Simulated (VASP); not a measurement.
## ZnS: single point with PBE

ZnS:

```xyz
4
Lattice="3.8110 0.0572 0.0572 -1.8560 3.2718 0.0209 0.0935 0.0935 6.2340" Properties=species:S:1:pos:R:3 pbc="T T T"
Zn    0.0330    2.2003    0.0330
Zn    1.9688    1.1755    3.1621
S     0.0690    2.2363    2.4331
S     2.0048    1.2115    5.5622
```

This cell differs from its parent crystal: equal xy, yz and zx shear strains of +3 %.

```yaml
Program: VASP 6.6.1
Task: single point
Functional: PBE
Potentials_or_basis: VASP PAW PBE potentials, release 64 (Zn, S)
Cutoff: 520 eV
k_mesh: 8 × 8 × 5
Occupations: fermi-dirac, width 0.03 eV
Spin: no spin polarisation
Dipole_correction: no
Further_INCAR_settings: ALGO = Normal; EDIFF = 1e-06; NBANDS = 26
```

```
Pressure               : 2.6 GPa
Largest force          : 0.475 eV/Å
Band gap on the k mesh : 2.18 eV
```

Forces in eV/Å, atoms in the order of the input:
```
Zn  -0.273 -0.097  0.339
Zn   0.059 -0.114  0.324
S   -0.099  0.115 -0.319
S    0.313  0.097 -0.344
```

Stress tensor (GPa, compression positive):
```
 3.38 -1.77 -1.08
-1.77  3.35 -1.07
-1.08 -1.07  1.22
```

Levels at points of the mesh, in eV from the valence-band top:
```csv
k point,band 14,band 15,band 16,band 17,band 18,band 19,band 20,band 21,band 22,band 23
"(0.00, 0.00, 0.00)",-0.96,-0.86,-0.17,-0.01,0.00,2.18,2.94,6.11,6.40,6.56
"(0.50, 0.00, 0.00)",-4.28,-3.26,-2.17,-1.59,-0.92,3.75,4.33,5.12,7.25,7.30
"(0.00, 0.50, 0.00)",-4.27,-3.20,-2.30,-1.61,-1.03,3.57,4.20,5.12,7.11,7.34
"(0.50, 0.50, 0.00)",-4.26,-3.14,-2.42,-1.64,-1.14,3.39,4.04,5.15,6.97,7.38
```

Wall time 3.7 min on 1 thread of Intel Xeon 8259CL (shared host), peak memory 0.38 GiB.

Caveat: the cell differs from its parent crystal (equal xy, yz and zx shear strains of +3 %).
